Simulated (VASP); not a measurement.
# MgCd2Se3 (P3m1) in VASP: a series of runs

The runs below take MgCd2Se3 through single point, relaxation of cell and atoms, with PBE.

All numbers are computed with VASP 6.6.1; they aren't measurements. Logs are shortened: lines on timing, memory, paths and dates and some standing lists are left out, and cuts for length are marked.

### Step 1. The cell of the first run

It takes space group P3m1 (No. 156, trigonal). Conventional cell: a = 4.133 Å, b = 4.133 Å, c = 10.124 Å, α = 90.00°, β = 90.00°, γ = 120.00°. Within 3.3 Å of Mg (site symmetry 3m) lie 4 Se at 2.53 Å. Cd (site symmetry 3m) has 4 Se at 2.53 Å within 3.3 Å. Within 3.3 Å of Cd (site symmetry 3m) lie 4 Se at 2.53 Å. Within 3.3 Å of Se (site symmetry 3m) lie 4 Cd at 2.53 Å. Within 3.3 Å of Se (site symmetry 3m) lie 3 Cd at 2.53 Å and 1 Mg at 2.53 Å. Se (site symmetry 3m) has 3 Mg at 2.53 Å and 1 Cd at 2.53 Å within 3.3 Å.

### Step 2. Single point, PBE

INCAR reads:

```
SYSTEM = MgCd2Se3
  ALGO = Normal
  EDIFF = 1E-6
  ENCUT = 520
  GGA = PE
  ISIF = 2
  ISMEAR = 0
  LASPH = .TRUE.
  LCHARG = .TRUE.
  LELF = .TRUE.
  LREAL = .FALSE.
  LVHAR = .TRUE.
  LWAVE = .FALSE.
  NBANDS = 31
  NELM = 80
  PREC = Accurate
  SIGMA = 0.1
```

KPOINTS reads:

```
k-points
0
G
  6 6 2
  0 0 0
```

POSCAR reads:

```
MgCd2Se3
1.0
    4.1330215600      0.0000000000      0.0000000000
   -2.0665107800      3.5793016600      0.0000000000
    0.0000000000      0.0000000000     10.1237939100
Mg Cd Se
1 2 3
Direct
    0.6666666700      0.3333333300      0.3333333300
    0.0000000000      0.0000000000      0.0000000000
    0.3333333300      0.6666666700      0.6666666700
    0.3333333300      0.6666666700      0.9166666700
    0.6666666700      0.3333333300      0.5833333300
    0.0000000000      0.0000000000      0.2500000000
```

Potentials or basis: VASP PAW PBE potentials, release 64 (Mg, Cd, Se).

The run is started by

```sh
cat potpaw_PBE.64/Mg/POTCAR potpaw_PBE.64/Cd/POTCAR potpaw_PBE.64/Se/POTCAR > POTCAR
mpirun -np 1 vasp_std > vasp.out
```

OUTCAR:

```text
SYSTEM = MgCd2Se3
   EDIFF = 1E-6
   ENCUT = 520
   GGA = PE
   ISIF = 2
   ISMEAR = 0
   LASPH = .TRUE.
   LREAL = .FALSE.
   NELM = 80
   PREC = Accurate

 ion  position               nearest neighbor table
   1  0.667  0.333  0.333-   6 2.53   6 2.53   5 2.53   6 2.53
   2  0.000  0.000  0.000-   4 2.53   4 2.53   6 2.53   4 2.53
   3  0.333  0.667  0.667-   5 2.53   4 2.53   5 2.53   5 2.53
   4  0.333  0.667  0.917-   2 2.53   2 2.53   3 2.53   2 2.53
   5  0.667  0.333  0.583-   3 2.53   1 2.53   3 2.53   3 2.53
   6  0.000  0.000  0.250-   1 2.53   1 2.53   2 2.53   1 2.53

  LATTYP: Found a hexagonal cell.
 ALAT       =     4.1330215600
 C/A-ratio  =     2.4494897409

  Lattice vectors:

 A1 = (   4.1330215600,   0.0000000000,   0.0000000000)
 A2 = (  -2.0665107800,   3.5793016600,   0.0000000000)
 A3 = (   0.0000000000,   0.0000000000,  10.1237939100)

Analysis of symmetry for initial positions (statically):
=====================================================================
 Subroutine PRICEL returns:
 Original cell was already a primitive cell.

 Routine SETGRP: Setting up the symmetry group for a
 hexagonal supercell.

 Subroutine GETGRP returns: Found  6 space group operations
 (whereof  6 operations were pure point group operations)
 out of a pool of 24 trial point group operations.

The static configuration has the point symmetry C_3v.

Analysis of symmetry for dynamics (positions and initial velocities):
=====================================================================
 Subroutine PRICEL returns:
 Original cell was already a primitive cell.

 Routine SETGRP: Setting up the symmetry group for a
 hexagonal supercell.

 Subroutine GETGRP returns: Found  6 space group operations
 (whereof  6 operations were pure point group operations)
 out of a pool of 24 trial point group operations.

The dynamic configuration has the point symmetry C_3v.

 Subroutine INISYM returns: Found  6 space group operations
 (whereof  6 operations are pure point group operations),
 and found     1 'primitive' translations

----------------------------------------------------------------------------------------

                                     Primitive cell

  volume of cell :     149.7646

  direct lattice vectors                    reciprocal lattice vectors
     4.133021560  0.000000000  0.000000000     0.241953734  0.139692054  0.000000000
    -2.066510780  3.579301660  0.000000000     0.000000000  0.279384108  0.000000000
     0.000000000  0.000000000 10.123793910     0.000000000  0.000000000  0.098777198

  length of vectors
     4.133021560  4.133021555 10.123793910     0.279384107  0.279384108  0.098777198

  position of ions in fractional coordinates (direct lattice)
     0.666666670  0.333333330  0.333333330
     0.000000000  0.000000000  0.000000000
     0.333333330  0.666666670  0.666666670
     0.333333330  0.666666670  0.916666670
     0.666666670  0.333333330  0.583333330
     0.000000000  0.000000000  0.250000000

  ion indices of the primitive-cell ions
   primitive index   ion index
                 1           1
                 2           2
                 3           3
                 4           4
                 5           5
                 6           6

----------------------------------------------------------------------------------------

 KPOINTS: k-points

Automatic generation of k-mesh.
 Grid dimensions read from file:
 generate k-points for:    6    6    2

 Generating k-lattice:

  Cartesian coordinates                     Fractional coordinates (reciprocal lattice)
     0.040325622  0.023282009  0.000000000     0.166666667  0.000000000  0.000000000
     0.000000000  0.046564018  0.000000000     0.000000000  0.166666667  0.000000000
     0.000000000  0.000000000  0.049388599     0.000000000  0.000000000  0.500000000

  Length of vectors
     0.046564018  0.046564018  0.049388599

  Shift w.r.t. Gamma in fractional coordinates (k-lattice)
     0.000000000  0.000000000  0.000000000

 Subroutine IBZKPT returns following result:
 ===========================================

 Found     14 irreducible k-points:

 Following reciprocal coordinates:
            Coordinates               Weight
  0.000000  0.000000  0.000000      1.000000
  0.166667  0.000000  0.000000      6.000000
  0.333333  0.000000  0.000000      6.000000
  0.500000  0.000000  0.000000      3.000000
  0.166667  0.166667  0.000000      6.000000
  0.333333  0.166667  0.000000     12.000000
  0.333333  0.333333  0.000000      2.000000
  0.000000  0.000000  0.500000      1.000000
  0.166667  0.000000  0.500000      6.000000
  0.333333  0.000000  0.500000      6.000000
  0.500000  0.000000  0.500000      3.000000
  0.166667  0.166667  0.500000      6.000000
  0.333333  0.166667  0.500000     12.000000
  0.333333  0.333333  0.500000      2.000000
   k-points           NKPTS =     14   k-points in BZ     NKDIM =     14   number of bands    NBANDS=     31
   number of dos      NEDOS =    301   number of ions     NIONS =      6
   total plane-waves  NPLWV =  81920
   dimension x,y,z NGX =    32 NGY =   32 NGZ =   80
   dimension x,y,z NGXF=    64 NGYF=   64 NGZF=  160
   ions per type =               1   2   3
   NGX,Y,Z   is equivalent  to a cutoff of  12.87, 12.87, 13.14 a.u.
   NGXF,Y,Z  is equivalent  to a cutoff of  25.74, 25.74, 26.27 a.u.
 SYSTEM =  MgCd2Se3
   PREC   = accura    normal or accurate (medium, high low for compatibility)
   ISTART =      0    job   : 0-new  1-cont  2-samecut
   ICHARG =      2    charge: 1-file 2-atom 10-const
   ISPIN  =      1    spin polarized calculation?
   LNONCOLLINEAR =      F non collinear calculations
   LSORBIT =      F    spin-orbit coupling
   LASPH  =      T    aspherical Exc in radial PAW
   ENCUT  =  520.0 eV  38.22 Ry    6.18 a.u.   7.68  7.68 18.82*2*pi/ulx,y,z
   NELM   =     80;   NELMIN=  2; NELMDL= -5     # of ELM steps
   EDIFF  = 0.1E-05   stopping-criterion for ELM
   LREAL  =      F    real-space projection
   EDIFFG = 0.1E-04   stopping-criterion for IOM
   NSW    =      0    number of steps for IOM
   IBRION =     -1    ionic relax: 0-MD 1-quasi-New 2-CG
   NFREE  =      0    steps in history (QN), initial steepest desc. (CG)
   ISIF   =      2    stress and relaxation
   ISYM   =      2    0-nonsym 1-usesym 2-fastsym
   POTIM  = 0.5000    time-step for ionic-motion
   TEBEG  =    0.0;   TEEND  =   0.0 temperature during run
   PSTRESS=    0.0 pullay stress
   NELECT =      44.0000    total number of electrons
   NUPDOWN=      -1.0000    fix difference up-down
   EMIN   =  10.00;   EMAX   =-10.00  energy-range for DOS
   EFERMI =   0.00;   METHOD = LEGACY
   ISMEAR =     0;   SIGMA  =   0.10  broadening in eV -4-tet -1-fermi 0-gaus
   EFERMI_NEDOS =   21; number of points for ismear=-14 and -15
   IALGO  =     38    algorithm
   IMIX   =      4    mixing-type and parameters
     AMIX     =   0.40;   BMIX     =  1.00
     AMIX_MAG =   1.60;   BMIX_MAG =  1.00
  volume/ion in A,a.u.               =      24.96       168.44
  Fermi-wavevector in a.u.,A,eV,Ry     =   1.088318  2.056624 16.115243  1.184437
  Thomas-Fermi vector in A             =   2.224497
   LORBIT       =      0    0 simple, 1 ext, 2 COOP (PROOUT), +10 PAW based schemes
   GGA     = PE    functional components
   LHFCALC =     F    Hartree Fock is set to
   AEXX    =    0.0000 exact exchange contribution
   IVDW    =     0    specifies the selected vdW correction
   LEPSILON=     F    determine dielectric tensor
   LRPA    =     F    only Hartree local field effects (RPA)
 non-spin polarized calculation
 Gauss-broadening in eV      SIGMA  =   0.10
  energy-cutoff  :      520.00
  volume of cell :      149.76
 maximum number of plane-waves:      4075
 NGX is ok and might be reduce to    32
   NGX = 15   NGY = 15   NGZ = 37

 number of electron      44.0000002 magnetization

 Free energy of the ion-electron system (eV)
  ---------------------------------------------------
  ext. energy  EPLUGINS =         0.00000000
  ---------------------------------------------------
  free energy    TOTEN  =       -17.82378277 eV

  energy without entropy =      -17.82378277  energy(sigma->0) =      -17.82378277

 E-fermi :   2.2473     XC(G=0):  -9.0876

 val. band max:        1.7867306978   @ k =   0.0000   0.0000   0.0000
 cond. band min:       3.0954914830   @ k =   0.0000   0.0000   0.0000
 fundamental gap:      1.3087607852
 Fermi energy:         2.2473498723

 k-point     1 :       0.0000    0.0000    0.0000
  band No.  band energies     occupation
      1     -11.2524      2.00000
      2     -10.9161      2.00000
      3     -10.5960      2.00000
      4      -6.4202      2.00000
      5      -6.4202      2.00000
      6      -6.3517      2.00000
[... 23 lines left out ...]
     30       8.3681      0.00000
     31       8.5133      0.00000

 k-point     2 :       0.1667    0.0000    0.0000
  band No.  band energies     occupation
      1     -11.1489      2.00000
      2     -10.8462      2.00000
      3     -10.5144      2.00000
      4      -6.3764      2.00000
      5      -6.3575      2.00000
      6      -6.3265      2.00000
[... 23 lines left out ...]
     30       8.4197      0.00000
     31       8.5073      0.00000

 k-point     3 :       0.3333    0.0000    0.0000
  band No.  band energies     occupation
      1     -10.9332      2.00000
      2     -10.7064      2.00000
      3     -10.3420      2.00000
      4      -6.3003      2.00000
      5      -6.2955      2.00000
      6      -6.1938      2.00000
[... 23 lines left out ...]
     30       8.9267      0.00000
     31       9.2169      0.00000

 k-point     4 :       0.5000    0.0000    0.0000
  band No.  band energies     occupation
      1     -10.8210      2.00000
      2     -10.6373      2.00000
      3     -10.2497      2.00000
      4      -6.2802      2.00000
      5      -6.2715      2.00000
      6      -6.1796      2.00000
[... 295 lines left out ...]
     30       8.7330      0.00000
     31       8.9257      0.00000

 k-point    13 :       0.3333    0.1667    0.5000
  band No.  band energies     occupation
      1     -10.8228      2.00000
      2     -10.6382      2.00000
      3     -10.2512      2.00000
      4      -6.2770      2.00000
      5      -6.2465      2.00000
      6      -6.2085      2.00000
[... 23 lines left out ...]
     30       8.9474      0.00000
     31       9.1311      0.00000

 k-point    14 :       0.3333    0.3333    0.5000
  band No.  band energies     occupation
      1     -10.7726      2.00000
      2     -10.5997      2.00000
      3     -10.2056      2.00000
      4      -6.2594      2.00000
      5      -6.2231      2.00000
      6      -6.2127      2.00000
[... 23 lines left out ...]
     30       8.7709      0.00000
     31       9.2747      0.00000

------------------------ aborting loop because EDIFF is reached ----------------------------------------

  FORCE on cell =-STRESS in cart. coord.  units (eV):
  Direction    XX          YY          ZZ          XY          YZ          ZX
  --------------------------------------------------------------------------------------
  -------------------------------------------------------------------------------------
  Total        8.9338273      8.9338272      8.8256300      0.0000000      0.0000000      0.0000000
  in kB       95.5738024     95.5738021     94.4163114      0.0000000      0.0000000      0.0000000
  external PRESSURE =      95.1879720 kB  Pullay stress =       0.0000000 kB

 VOLUME and BASIS-vectors are now :
 -----------------------------------------------------------------------------
  energy-cutoff  :      520.00
  volume of cell :      149.76
      direct lattice vectors                 reciprocal lattice vectors
     4.133021560  0.000000000  0.000000000     0.241953734  0.139692054  0.000000000
    -2.066510780  3.579301660  0.000000000     0.000000000  0.279384108  0.000000000
     0.000000000  0.000000000 10.123793910     0.000000000  0.000000000  0.098777198

 POSITION                                       TOTAL-FORCE (eV/Angst)
 -----------------------------------------------------------------------------------
      2.06651      1.19310      3.37460         0.000000     -0.000000     -0.030242
      0.00000      0.00000      0.00000         0.000000     -0.000000      0.016842
     -0.00000      2.38620      6.74920         0.000000     -0.000000     -0.007013
     -0.00000      2.38620      9.28014        -0.000000     -0.000000     -0.026073
      2.06651      1.19310      5.90555         0.000000      0.000000     -0.748366
      0.00000      0.00000      2.53095         0.000000     -0.000000      0.794851
 -----------------------------------------------------------------------------------
    total drift:                                0.000008     -0.000005     -0.000278

  FREE ENERGIE OF THE ION-ELECTRON SYSTEM (eV)
  ---------------------------------------------------
  free  energy   TOTEN  =       -17.8237827726 eV

  energy  without entropy=      -17.8237827726  energy(sigma->0) =      -17.82378277
```

It took 33 s on 1 thread of Intel Xeon 6975P-C (Granite Rapids), shared host; peak memory 0.29 GiB.

What came out:

```yaml
Free_energy: -17.8238 eV
Pressure: 9.5 GPa
Largest_force: 0.795 eV/Å
Band_gap_on_the_k_mesh: 1.31 eV, direct
```

Forces on the atoms (eV/Å):
```
Mg   0.000  0.000 -0.030
Cd   0.000  0.000  0.017
Cd   0.000  0.000 -0.007
Se   0.000  0.000 -0.026
Se   0.000  0.000 -0.748
Se   0.000  0.000  0.795
```

### Step 3. Single point, PBE

This run uses another cell than the first one, of 28.83 Å³/atom, 1.155 times its volume.

INCAR reads:

```
ALGO = Normal
EDIFF = 1E-6
ENCUT = 520
GGA = PE
ISIF = 2
ISMEAR = 0
LASPH = T
LCHARG = T
LELF = T
LREAL = F
LVHAR = T
LWAVE = F
NBANDS = 31
NELM = 80
PREC = Accurate
SIGMA = 0.1
```

KPOINTS reads:

```
k-points
0
Gamma
  6 6 2
```

POSCAR reads:

```
MgCd2Se3
1.0
    4.3422178404      0.0000000000      0.0000000000
   -2.1711089202      3.7604709585      0.0000000000
    0.0000000000      0.0000000000     10.5942141802
Mg Cd Se
1 2 3
Direct
    0.6666666667      0.3333333333      0.3314717802
    0.0000000000      0.0000000000      0.0037670140
    0.3333333333      0.6666666667      0.6638837147
    0.3333333333      0.6666666667      0.9166910379
    0.6666666667      0.3333333333      0.5768210355
    0.0000000000      0.0000000000      0.2573654177
```

Potentials or basis: VASP PAW PBE potentials, release 64 (Mg, Cd, Se).

The run is started by

```sh
cat potpaw_PBE.64/Mg/POTCAR potpaw_PBE.64/Cd/POTCAR potpaw_PBE.64/Se/POTCAR > POTCAR
mpirun -np 1 vasp_std > vasp.out
```

Run time: 33 s. Hardware: 1 thread of Intel Xeon 6975P-C (Granite Rapids), shared host; peak memory 0.3 GiB.

Results (log left out):

| Property | Result |
| --- | --- |
| Free energy | -18.4890 eV |
| Pressure | 0.1 GPa |
| Largest force | 0.053 eV/Å |
| Band gap on the k mesh | 0.96 eV, direct |

Forces in eV/Å, atoms in the order of the input:
```
Mg   0.000  0.000 -0.020
Cd   0.000  0.000  0.027
Cd   0.000  0.000  0.012
Se   0.000  0.000 -0.014
Se   0.000  0.000 -0.053
Se   0.000  0.000  0.048
```

Levels at points of the mesh, in eV from the valence-band top:
```tsv
k point	band 19	band 20	band 21	band 22	band 23	band 24	band 25	band 26
(0.00, 0.00, 0.00)	-0.39	-0.11	0.00	0.00	0.96	2.54	3.16	6.09
(0.50, 0.00, 0.00)	-1.47	-1.32	-1.03	-0.84	3.16	3.44	3.61	4.21
(0.00, 0.00, 0.50)	-0.32	-0.32	-0.06	-0.06	1.97	2.23	3.08	5.71
(0.50, 0.00, 0.50)	-1.50	-1.33	-0.68	-0.66	2.66	3.64	3.77	4.46
```

A hybrid or GW would open this gap; PBE tends to underestimate it.

### Step 4. Single point, PBE

This run uses another cell than the first one, of 28.79 Å³/atom, 1.153 times its volume.

INCAR reads:

```
SYSTEM = MgCd2Se3
  ALGO = Normal
  EDIFF = 1E-6
  ENCUT = 520
  GGA = PE
  ISIF = 2
  ISMEAR = 0
  LASPH = .True.
  LCHARG = .True.
  LELF = .True.
  LREAL = .False.
  LVHAR = .True.
  LWAVE = .False.
  NBANDS = 31
  NELM = 80
  PREC = Accurate
  SIGMA = 0.02
```

KPOINTS reads:

```
k-points
0
Gamma
  6 6 4
  0 0 0
```

POSCAR reads:

```
MgCd2Se3
1.0
    4.3383526001      0.0000000000      0.0000000000
   -2.1691763001      3.7571235623      0.0000000000
    0.0000000000      0.0000000000     10.5960217412
Mg Cd Se
1 2 3
Direct
    0.6666666667      0.3333333333      0.3310076901
    0.0000000000      0.0000000000      0.0044774552
    0.3333333333      0.6666666667      0.6639378569
    0.3333333333      0.6666666667      0.9166194465
    0.6666666667      0.3333333333      0.5762019294
    0.0000000000      0.0000000000      0.2577556218
```

The run is started by

```sh
cat potpaw_PBE.64/Mg/POTCAR potpaw_PBE.64/Cd/POTCAR potpaw_PBE.64/Se/POTCAR > POTCAR
mpirun -np 1 vasp_std > vasp.out
```

It took 56 s on 1 thread of Intel Xeon 6975P-C (Granite Rapids), shared host; peak memory 0.34 GiB.

It converged, with:

| Quantity | Value |
| --- | --- |
| Free energy | -18.4912 eV |
| Pressure | 0.2 GPa |
| Largest force | 0.033 eV/Å |
| Band gap on the k mesh | 0.96 eV, direct |

Forces on the atoms (eV/Å):
```
Mg   0.000  0.000  0.004
Cd   0.000  0.000  0.002
Cd   0.000  0.000 -0.001
Se   0.000  0.000  0.000
Se   0.000  0.000 -0.033
Se   0.000  0.000  0.027
```

Levels at points of the mesh, in eV from the valence-band top:
```csv
k point,band 18,band 19,band 20,band 21,band 22,band 23,band 24,band 25,band 26,band 27
"(0.00, 0.00, 0.00)",-0.39,-0.39,-0.12,0.00,0.00,0.96,2.56,3.15,6.08,6.13
"(0.50, 0.00, 0.00)",-1.63,-1.49,-1.33,-1.04,-0.84,3.14,3.43,3.60,4.19,5.57
"(0.00, 0.00, 0.50)",-0.94,-0.32,-0.32,-0.06,-0.06,1.98,2.23,3.07,5.69,6.12
"(0.50, 0.00, 0.50)",-1.84,-1.53,-1.33,-0.70,-0.66,2.65,3.62,3.78,4.44,4.93
```

A k mesh can miss the band edges. PBE gaps usually lie below the measured ones, often by a third to a half.

[end of part 1 of 2]
